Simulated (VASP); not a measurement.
# MgS (Niningerite) (Fm-3m) in VASP: further runs

MgS (Niningerite) is run at these levels: PBEsol; tasks: single point.

Program: VASP 6.6.1. These are calculated values, not measurements. Logs are shortened: lines on timing, memory, paths and dates and some standing lists are left out, and cuts for length are marked.

### 1 The cell of the first run

The structure is cubic, space group Fm-3m (No. 225). The conventional cell has a = 5.182 Å, b = 5.182 Å, c = 5.182 Å, α = 90.00°, β = 90.00°, γ = 90.00°. Mg (site symmetry m-3m) has 6 S at 2.59 Å within 3.4 Å. Within 3.4 Å of S (site symmetry m-3m) lie 6 Mg at 2.59 Å.

### 2 Single point, PBEsol

File INCAR:

```
  PREC = Accurate
  ENCUT = 600
  EDIFF = 1E-6
  ISMEAR = 0
  SIGMA = 0.01
  LREAL = False
  LASPH = True
  NELM = 120
  ALGO = Normal
  ISIF = 2
  LWAVE = False
  LCHARG = False
  GGA = PS
  NBANDS = 11
  GGA_COMPAT = False
```

File KPOINTS:

```
regular mesh
0
Gamma
  7 7 7
```

File POSCAR:

```
MgS
1.0
    0.0000000000      2.5910297767      2.5910297767
    2.5910297767      0.0000000000      2.5910297767
    2.5910297767      2.5910297767      0.0000000000
Mg S
1 1
Direct
    0.0000000000      0.0000000000      0.0000000000
    0.5000000000      0.5000000000      0.5000000000
```

Potentials or basis: VASP PAW PBE potentials, release 64 (Mg, S).

Command:

```sh
cat potpaw_PBE.64/Mg/POTCAR potpaw_PBE.64/S/POTCAR > POTCAR
mpirun -np 1 vasp_std > vasp.out
```

OUTCAR:

```text
PREC = Accurate
   ENCUT = 600
   EDIFF = 1E-6
   ISMEAR = 0
   LREAL = False
   LASPH = True
   NELM = 120
   ISIF = 2
   GGA = PS

 ion  position               nearest neighbor table
   1  0.000  0.000  0.000-   2 2.59   2 2.59   2 2.59   2 2.59   2 2.59   2 2.59
   2  0.500  0.500  0.500-   1 2.59   1 2.59   1 2.59   1 2.59   1 2.59   1 2.59

  LATTYP: Found a face centered cubic cell.
 ALAT       =     5.1820595534

  Lattice vectors:

 A1 = (   0.0000000000,   2.5910297767,   2.5910297767)
 A2 = (   2.5910297767,   0.0000000000,   2.5910297767)
 A3 = (   2.5910297767,   2.5910297767,   0.0000000000)

Analysis of symmetry for initial positions (statically):
=====================================================================
 Subroutine PRICEL returns:
 Original cell was already a primitive cell.

 Routine SETGRP: Setting up the symmetry group for a
 face centered cubic supercell.

 Subroutine GETGRP returns: Found 48 space group operations
 (whereof 48 operations were pure point group operations)
 out of a pool of 48 trial point group operations.

The static configuration has the point symmetry O_h .

Analysis of symmetry for dynamics (positions and initial velocities):
=====================================================================
 Subroutine PRICEL returns:
 Original cell was already a primitive cell.

 Routine SETGRP: Setting up the symmetry group for a
 face centered cubic supercell.

 Subroutine GETGRP returns: Found 48 space group operations
 (whereof 48 operations were pure point group operations)
 out of a pool of 48 trial point group operations.

The dynamic configuration has the point symmetry O_h .

 Subroutine INISYM returns: Found 48 space group operations
 (whereof 48 operations are pure point group operations),
 and found     1 'primitive' translations

----------------------------------------------------------------------------------------

                                     Primitive cell

  volume of cell :      34.7894

  direct lattice vectors                    reciprocal lattice vectors
     0.000000000  2.591029777  2.591029777    -0.192973467  0.192973467  0.192973467
     2.591029777  0.000000000  2.591029777     0.192973467 -0.192973467  0.192973467
     2.591029777  2.591029777  0.000000000     0.192973467  0.192973467 -0.192973467

  length of vectors
     3.664269451  3.664269451  3.664269451     0.334239850  0.334239850  0.334239850

  position of ions in fractional coordinates (direct lattice)
     0.000000000  0.000000000  0.000000000
     0.500000000  0.500000000  0.500000000

  ion indices of the primitive-cell ions
   primitive index   ion index
                 1           1
                 2           2

----------------------------------------------------------------------------------------

 KPOINTS: regular mesh

Automatic generation of k-mesh.
 Grid dimensions read from file:
 generate k-points for:    7    7    7

 Generating k-lattice:

  Cartesian coordinates                     Fractional coordinates (reciprocal lattice)
    -0.027567638  0.027567638  0.027567638     0.142857143  0.000000000  0.000000000
     0.027567638 -0.027567638  0.027567638     0.000000000  0.142857143  0.000000000
     0.027567638  0.027567638 -0.027567638     0.000000000  0.000000000  0.142857143

  Length of vectors
     0.047748550  0.047748550  0.047748550

  Shift w.r.t. Gamma in fractional coordinates (k-lattice)
     0.000000000  0.000000000  0.000000000

 Subroutine IBZKPT returns following result:
 ===========================================

 Found     20 irreducible k-points:

 Following reciprocal coordinates:
            Coordinates               Weight
  0.000000  0.000000  0.000000      1.000000
  0.142857  0.000000  0.000000      8.000000
  0.285714  0.000000  0.000000      8.000000
  0.428571  0.000000  0.000000      8.000000
  0.142857  0.142857  0.000000      6.000000
  0.285714  0.142857  0.000000     24.000000
[... 12 lines left out ...]
 -0.428571  0.428571  0.142857     24.000000
 -0.285714  0.428571  0.142857     24.000000
   k-points           NKPTS =     20   k-points in BZ     NKDIM =     20   number of bands    NBANDS=     11
   number of dos      NEDOS =    301   number of ions     NIONS =      2
   total plane-waves  NPLWV =  27000
   dimension x,y,z NGX =    30 NGY =   30 NGZ =   30
   dimension x,y,z NGXF=    60 NGYF=   60 NGZF=   60
   ions per type =               1   1
   NGX,Y,Z   is equivalent  to a cutoff of  13.61, 13.61, 13.61 a.u.
   NGXF,Y,Z  is equivalent  to a cutoff of  27.22, 27.22, 27.22 a.u.
 SYSTEM =  unknown system
   PREC   = accura    normal or accurate (medium, high low for compatibility)
   ISTART =      0    job   : 0-new  1-cont  2-samecut
   ICHARG =      2    charge: 1-file 2-atom 10-const
   ISPIN  =      1    spin polarized calculation?
   LNONCOLLINEAR =      F non collinear calculations
   LSORBIT =      F    spin-orbit coupling
   LASPH  =      T    aspherical Exc in radial PAW
   ENCUT  =  600.0 eV  44.10 Ry    6.64 a.u.   7.32  7.32  7.32*2*pi/ulx,y,z
   NELM   =    120;   NELMIN=  2; NELMDL= -5     # of ELM steps
   EDIFF  = 0.1E-05   stopping-criterion for ELM
   LREAL  =      F    real-space projection
   EDIFFG = 0.1E-04   stopping-criterion for IOM
   NSW    =      0    number of steps for IOM
   IBRION =     -1    ionic relax: 0-MD 1-quasi-New 2-CG
   NFREE  =      0    steps in history (QN), initial steepest desc. (CG)
   ISIF   =      2    stress and relaxation
   ISYM   =      2    0-nonsym 1-usesym 2-fastsym
   POTIM  = 0.5000    time-step for ionic-motion
   TEBEG  =    0.0;   TEEND  =   0.0 temperature during run
   PSTRESS=    0.0 pullay stress
   NELECT =       8.0000    total number of electrons
   NUPDOWN=      -1.0000    fix difference up-down
   EMIN   =  10.00;   EMAX   =-10.00  energy-range for DOS
   EFERMI =   0.00;   METHOD = LEGACY
   ISMEAR =     0;   SIGMA  =   0.01  broadening in eV -4-tet -1-fermi 0-gaus
   EFERMI_NEDOS =   21; number of points for ismear=-14 and -15
   IALGO  =     38    algorithm
   IMIX   =      4    mixing-type and parameters
     AMIX     =   0.40;   BMIX     =  1.00
     AMIX_MAG =   1.60;   BMIX_MAG =  1.00
  volume/ion in A,a.u.               =      17.39       117.39
  Fermi-wavevector in a.u.,A,eV,Ry     =   1.002973  1.895343 13.686837  1.005954
  Thomas-Fermi vector in A             =   2.135494
   LORBIT       =      0    0 simple, 1 ext, 2 COOP (PROOUT), +10 PAW based schemes
   GGA     = PS    functional components
   LHFCALC =     F    Hartree Fock is set to
   AEXX    =    0.0000 exact exchange contribution
   IVDW    =     0    specifies the selected vdW correction
   LEPSILON=     F    determine dielectric tensor
   LRPA    =     F    only Hartree local field effects (RPA)
 non-spin polarized calculation
 Gauss-broadening in eV      SIGMA  =   0.01
  energy-cutoff  :      600.00
  volume of cell :       34.79
 maximum number of plane-waves:      1211
 NGX is ok and might be reduce to    30
   NGX = 15   NGY = 15   NGZ = 15

 number of electron       8.0000000 magnetization

 Free energy of the ion-electron system (eV)
  ---------------------------------------------------
  ext. energy  EPLUGINS =         0.00000000
  ---------------------------------------------------
  free energy    TOTEN  =        -9.07485638 eV

  energy without entropy =       -9.07485638  energy(sigma->0) =       -9.07485638

 E-fermi :   3.8705     XC(G=0):  -9.8873

 val. band max:        3.7863824007   @ k =   0.0000   0.0000   0.0000
 cond. band min:       6.7298404191   @ k =   0.4286   0.4286   0.0000
 fundamental gap:      2.9434580185
 Fermi energy:         3.8704970895

 k-point     1 :       0.0000    0.0000    0.0000
  band No.  band energies     occupation
      1      -8.9677      2.00000
      2       3.7864      2.00000
      3       3.7864      2.00000
      4       3.7864      2.00000
      5       7.4755      0.00000
      6      11.6317      0.00000
      7      11.6317      0.00000
      8      11.6317      0.00000
      9      14.1103      0.00000
     10      14.1103      0.00000
     11      16.1108      0.00000

 k-point     2 :       0.1429    0.0000    0.0000
  band No.  band energies     occupation
      1      -8.7657      2.00000
      2       2.4578      2.00000
      3       3.6517      2.00000
      4       3.6517      2.00000
      5       8.4175      0.00000
      6      11.3060      0.00000
      7      11.9194      0.00000
      8      11.9194      0.00000
      9      13.4015      0.00000
     10      13.4015      0.00000
     11      16.3366      0.00000

 k-point     3 :       0.2857    0.0000    0.0000
  band No.  band energies     occupation
      1      -8.2388      2.00000
      2       0.4237      2.00000
      3       3.3850      2.00000
      4       3.3850      2.00000
      5       8.5823      0.00000
      6      11.3213      0.00000
      7      11.3213      0.00000
      8      12.5385      0.00000
      9      14.5046      0.00000
     10      14.5046      0.00000
     11      15.4307      0.00000

 k-point     4 :       0.4286    0.0000    0.0000
  band No.  band energies     occupation
      1      -7.7017      2.00000
      2      -0.9715      2.00000
      3       3.1985      2.00000
      4       3.1985      2.00000
      5       8.2536      0.00000
      6      10.7078      0.00000
      7      10.7078      0.00000
      8      13.9173      0.00000
      9      15.5345      0.00000
     10      17.0572      0.00000
     11      17.0572      0.00000

 k-point     5 :       0.1429    0.1429    0.0000
  band No.  band energies     occupation
      1      -8.6996      2.00000
      2       2.5228      2.00000
      3       3.3601      2.00000
      4       3.3601      2.00000
      5       8.8669      0.00000
      6      10.4293      0.00000
      7      11.9673      0.00000
      8      12.5168      0.00000
      9      12.5168      0.00000
     10      14.4564      0.00000
     11      17.6762      0.00000
[... 155 lines left out ...]
 k-point    17 :       0.4286    0.2857    0.1429
  band No.  band energies     occupation
      1      -7.8453      2.00000
      2       0.2933      2.00000
      3       1.9408      2.00000
      4       2.8587      2.00000
      5       9.3283      0.00000
      6      10.1499      0.00000
      7      10.9039      0.00000
      8      13.2236      0.00000
      9      14.4534      0.00000
     10      17.8150      0.00000
     11      19.1844      0.00000

 k-point    18 :      -0.4286    0.2857    0.1429
  band No.  band energies     occupation
      1      -7.4252      2.00000
      2      -0.3717      2.00000
      3       1.3593      2.00000
      4       2.4781      2.00000
      5       9.2064      0.00000
      6      10.1562      0.00000
      7      11.8974      0.00000
      8      13.0278      0.00000
      9      15.9715      0.00000
     10      17.4126      0.00000
     11      19.0468      0.00000

 k-point    19 :      -0.4286    0.4286    0.1429
  band No.  band energies     occupation
      1      -7.2821      2.00000
      2      -0.1761      2.00000
      3       1.3856      2.00000
      4       1.7904      2.00000
      5       7.9893      0.00000
      6       9.5154      0.00000
      7      12.7168      0.00000
      8      14.4306      0.00000
      9      16.8442      0.00000
     10      18.5259      0.00000
     11      19.4784      0.00000

 k-point    20 :      -0.2857    0.4286    0.1429
  band No.  band energies     occupation
      1      -7.2121      2.00000
      2       0.2778      2.00000
      3       0.3562      2.00000
      4       1.8681      2.00000
      5       8.6792      0.00000
      6      10.9999      0.00000
      7      12.3586      0.00000
      8      12.4712      0.00000
      9      16.7998      0.00000
     10      17.5010      0.00000
     11      20.5511      0.00000

------------------------ aborting loop because EDIFF is reached ----------------------------------------

  FORCE on cell =-STRESS in cart. coord.  units (eV):
  Direction    XX          YY          ZZ          XY          YZ          ZX
  --------------------------------------------------------------------------------------
  -------------------------------------------------------------------------------------
  Total       -0.0406706     -0.0406706     -0.0406706      0.0000000      0.0000000     -0.0000000
  in kB       -1.8730250     -1.8730250     -1.8730250      0.0000000      0.0000000     -0.0000000
  external PRESSURE =      -1.8730250 kB  Pullay stress =       0.0000000 kB

 VOLUME and BASIS-vectors are now :
 -----------------------------------------------------------------------------
  energy-cutoff  :      600.00
  volume of cell :       34.79
      direct lattice vectors                 reciprocal lattice vectors
     0.000000000  2.591029777  2.591029777    -0.192973467  0.192973467  0.192973467
     2.591029777  0.000000000  2.591029777     0.192973467 -0.192973467  0.192973467
     2.591029777  2.591029777  0.000000000     0.192973467  0.192973467 -0.192973467

 POSITION                                       TOTAL-FORCE (eV/Angst)
 -----------------------------------------------------------------------------------
      0.00000      0.00000      0.00000         0.000000      0.000000      0.000000
      2.59103      2.59103      2.59103        -0.000000     -0.000000     -0.000000
 -----------------------------------------------------------------------------------
    total drift:                               -0.000000     -0.000000      0.000000

  FREE ENERGIE OF THE ION-ELECTRON SYSTEM (eV)
  ---------------------------------------------------
  free  energy   TOTEN  =        -9.0748563752 eV

  energy  without entropy=       -9.0748563752  energy(sigma->0) =       -9.07485638
```

Run time: 5.1 s. Hardware: 1 thread of Intel Xeon 6975P-C (Granite Rapids), shared host; peak memory 0.17 GiB.

What came out:

| Item | Value |
| --- | --- |
| Free energy | -9.0749 eV |
| Pressure | -0.2 GPa |
| Band gap on the k mesh | 2.94 eV, indirect (least direct gap 3.69 eV) |

Caveat: the PAW data sets were made with another functional, which shifts forces and pressure a little. A k mesh can miss the band edges.

### 3 Single point, PBEsol

This run uses another cell than the first one, of 16.43 Å³/atom, 0.944 times its volume.

File INCAR:

```
PREC = Accurate ; ENCUT = 600
EDIFF = 1E-6 ; ISMEAR = 0
SIGMA = 0.01 ; LREAL = F
LASPH = T ; NELM = 120
ALGO = Normal ; ISIF = 2
LWAVE = F ; LCHARG = T
GGA = PS ; LELF = T
LVHAR = T ; NBANDS = 11
GGA_COMPAT = F
```

File KPOINTS:

```
Automatic mesh
0
Gamma
  7 7 7
```

File POSCAR:

```
MgS
1.0
    0.0000000000      2.5420339257      2.5420339257
    2.5420339257      0.0000000000      2.5420339257
    2.5420339257      2.5420339257      0.0000000000
Mg S
1 1
Direct
    0.0000000000      0.0000000000      0.0000000000
    0.5000000000      0.5000000000      0.5000000000
```

Potentials or basis: VASP PAW PBE potentials, release 64 (Mg, S).

Command:

```sh
cat potpaw_PBE.64/Mg/POTCAR potpaw_PBE.64/S/POTCAR > POTCAR
mpirun -np 1 vasp_std > vasp.out
```

Run time: 5.6 s. Hardware: 1 thread of Intel Xeon 6975P-C (Granite Rapids), shared host; peak memory 0.16 GiB.

Results (log left out):

| Item | Value |
| --- | --- |
| Free energy | -9.0477 eV |
| Pressure | 4.9 GPa |
| Band gap on the k mesh | 3.06 eV, indirect (least direct gap 4.16 eV) |

Levels at points of the mesh, in eV from the valence-band top:
```tsv
k point	band 1	band 2	band 3	band 4	band 5	band 6	band 7	band 8
(0.00, 0.00, 0.00)	-13.10	0.00	0.00	0.00	4.16	7.80	7.80	7.80
```

Caveat: the PAW data sets were made with another functional, which shifts forces and pressure a little. As with any semilocal functional, this PBEsol gap is likely too small.
